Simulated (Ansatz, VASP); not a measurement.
# Two plane-wave programs on Si2F3

```
CELL_PARAMETERS angstrom
2.72091 1.57092 2.18093
-2.72091 1.57092 2.18093
0.00000 -3.14183 2.18093
ATOMIC_POSITIONS crystal
Si 0.25788 0.25788 0.25788
Si 0.74212 0.74212 0.74212
F 0.24677 0.75323 0.00000
F 0.00000 0.24677 0.75323
F 0.75323 0.00000 0.24677
```

Change from the starting cell: species swapped into the Ni3Se2 type (R32, No. 155).

Alike in both runs: task single point; functional PBE; k mesh 6 × 6 × 6; occupations gaussian, width 0.1 eV; no spin polarisation.

|  | VASP | Ansatz |
| --- | --- | --- |
| version | VASP 6.6.1 | Ansatz 0.2.0 |
| potentials or method | VASP PAW PBE potentials, release 64 (Si, F), cutoff 520 eV | scalar-relativistic, plane waves, PAW |
| valence electrons in the cell | 29 | 29 |

```csv
,VASP,Ansatz,Ansatz less VASP
gap on the k mesh at the Fermi level (eV),none,none,-
rms of the force components (eV/Å),0.452,0.451,-0.0012
```

Atom by atom the forces differ by 0.004 eV/Å (rms over components). A gap of «none» marks a metal or a gap that the smearing closes. The functional is the same, so the differences come from potentials, cutoffs and numerics.
